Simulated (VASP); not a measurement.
Write the native input for VASP 6.6.1 that does the following.

```yaml
Task: single point
Functional: HSE06
Potentials_or_basis: VASP PAW PBE potentials, release 64 (Al, N)
Cutoff: 520 eV
k_mesh: 6 × 6 × 6
Occupations: gaussian, width 0.01 eV
Spin: no spin polarisation
Dipole_correction: no
Grid_for_exact_exchange_PRECFOCK: Normal
Further_INCAR_settings: ALGO = Normal; EDIFF = 1e-06; NBANDS = 11
Screening_parameter: 0.2079 1/Å
```

The system is AlN.

```
Al N
1.0
     0.00000    2.01887    2.01887
     2.01887    0.00000    2.01887
     2.01887    2.01887    0.00000
Al N
1 1
Direct
  0.00000 0.00000 0.00000
  0.50000 0.50000 0.50000
```

The input as run:

POSCAR

```
AlN
1.0
    0.0000000000      2.0188684697      2.0188684697
    2.0188684697      0.0000000000      2.0188684697
    2.0188684697      2.0188684697      0.0000000000
Al N
1 1
Direct
    0.0000000000      0.0000000000      0.0000000000
    0.5000000000      0.5000000000      0.5000000000
```

INCAR.step1

```
PREC = Accurate
ENCUT = 520
EDIFF = 1E-5
ISMEAR = 0
SIGMA = 0.01
LREAL = F
LASPH = T
NELM = 60
ALGO = Normal
ISIF = 2
LWAVE = T
LCHARG = F
NBANDS = 11
GGA = PE
```

INCAR.step2

```
PREC = Accurate
ENCUT = 520
EDIFF = 1E-6
ISMEAR = 0
SIGMA = 0.01
LREAL = F
LASPH = T
NELM = 60
ALGO = Normal
ISIF = 2
LWAVE = F
LCHARG = F
GGA = PE
LHFCALC = T
HFSCREEN = 0.2079
PRECFOCK = Normal
NBANDS = 11
ISTART = 1
```

KPOINTS

```
Automatic mesh
0
Gamma
  6 6 6
```

Potentials or basis: VASP PAW PBE potentials, release 64 (Al, N).

Run with:

```console
$ cat potpaw_PBE.64/Al/POTCAR potpaw_PBE.64/N/POTCAR > POTCAR
$ cp INCAR.step1 INCAR
$ mpirun -np 1 vasp_std > vasp.out
$ cp INCAR.step2 INCAR
$ mpirun -np 1 vasp_std > vasp.out
```

It gave:

The pressure is -1.5 GPa and the band gap on the k mesh is 6.01 eV, indirect (least direct gap 7.26 eV).

Caveat: the k points lie up to 0.45 Å⁻¹ apart; the PAW data sets were made with another functional, which shifts forces and pressure a little.

Wall time 2.5 min on 1 thread of Intel Xeon 6975P-C, on a shared host, peak memory 0.24 GiB.
